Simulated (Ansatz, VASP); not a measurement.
# Two plane-wave programs on Cu3O2

INCAR

```
SYSTEM = Cu3O2
PREC = Accurate
ENCUT = 700
EDIFF = 1E-6
ISMEAR = -1
SIGMA = 0.05
LREAL = .False.
LASPH = .True.
NELM = 120
ALGO = Normal
ISIF = 2
LWAVE = .False.
LCHARG = .True.
GGA = PE
LELF = .True.
LVHAR = .True.
NBANDS = 42
GGA_COMPAT = .False.
```

The input KPOINTS:

```
regular mesh
0
Gamma
  9 9 9
  0 0 0
```

Contents of POSCAR:

```
Cu3O2
1.0
   -2.0229820000      2.0229820000      3.6736170000
    2.0229820000     -2.0229820000      3.6736170000
    2.0229820000      2.0229820000     -3.6736170000
Cu O
3 2
Direct
    0.0000000000      0.0000000000      0.0000000000
    0.7500000000      0.2500000000      0.5000000000
    0.2500000000      0.7500000000      0.5000000000
    0.5000000000      0.0000000000      0.5000000000
    0.0000000000      0.5000000000      0.5000000000
```

File input.yaml:

```yaml
crystal:
  lattice:
    - [-2.022982, 2.022982, 3.673617]
    - [2.022982, -2.022982, 3.673617]
    - [2.022982, 2.022982, -3.673617]
  atoms:
    - { symbol: Cu, position: [0.0, 0.0, 0.0] }
    - { symbol: Cu, position: [0.75, 0.25, 0.5] }
    - { symbol: Cu, position: [0.25, 0.75, 0.5] }
    - { symbol: O, position: [0.5, 0.0, 0.5] }
    - { symbol: O, position: [0.0, 0.5, 0.5] }
hamiltonian:
  xc: pbe
  pseudopotentials: { kind: paw }
kpoints:
  mp_grid: { grid: [9, 9, 9] }
scf:
  occupations: { method: fermi_dirac, width: 0.05 }
output:
  forces: true
  stress: true
  eigenvalues: true
  write_density: true
  write_potential: true
  elf: true
  volumetric_format: npy
```

Alike in both runs: task single point; functional PBE; k mesh 9 × 9 × 9; occupations fermi-dirac, width 0.05 eV; no spin polarisation.

|  | VASP | Ansatz |
| --- | --- | --- |
| version | VASP 6.6.1 | Ansatz 0.2.0 |
| potentials or method | VASP PAW PBE potentials, release 64 (Cu_sv_GW, O) | Ansatz PAW |
| plane-wave cutoff (eV) | 700 | 420 |
| valence electrons in the cell | 69 | 69 |

|  | VASP | Ansatz | Ansatz less VASP |
| --- | --- | --- | --- |
| gap on the k mesh at the Fermi level (eV) | none | none | - |
| pressure (GPa) | -2.3 | 0.7 | +3.04 |
| traceless stress, the component that is largest in VASP (GPa) | -0.31 | -0.39 | -0.081 |

A gap of «none» marks a metal or a gap that the smearing closes.
